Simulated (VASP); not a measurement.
Input of a VASP 6.6.1 run:

File INCAR:

```
SYSTEM = W3N4
  ALGO = Normal
  EDIFF = 1E-6
  ENCUT = 520
  GGA = PE
  ISIF = 2
  ISMEAR = 0
  LASPH = .True.
  LCHARG = .True.
  LELF = .True.
  LREAL = .False.
  LVHAR = .True.
  LWAVE = .False.
  NBANDS = 40
  NELM = 60
  PREC = Accurate
  SIGMA = 0.1
```

File KPOINTS:

```
Automatic mesh
0
Gamma
  6 6 6
  0.5 0.5 0.5
```

File POSCAR:

```
W3N4
1.0
    4.1220000000      0.0000000000      0.0000000000
    0.0000000000      4.1220000000      0.0000000000
    0.0000000000      0.0000000000      4.1220000000
W N
3 4
Direct
    0.5000000000      0.5000000000      0.0000000000
    0.0000000000      0.5000000000      0.5000000000
    0.5000000000      0.0000000000      0.5000000000
    0.5000000000      0.5000000000      0.5000000000
    0.5000000000      0.0000000000      0.0000000000
    0.0000000000      0.5000000000      0.0000000000
    0.0000000000      0.0000000000      0.5000000000
```

Potentials or basis: VASP PAW PBE potentials, release 64 (W_sv, N).

Command:

```console
$ cat potpaw_PBE.64/W_sv/POTCAR potpaw_PBE.64/N/POTCAR > POTCAR
$ mpirun -np 1 vasp_std > vasp.out
```

(1) Predict the pressure.

(2) Estimate the band gap on the k mesh.

## Answers

(1) 28.9 GPa.

(2) zero (band 31 reaches 12.61 eV, above the bottom of band 32 at 10.71 eV).

Caveat: spin-orbit coupling is left out, which moves the levels of the heavy elements.
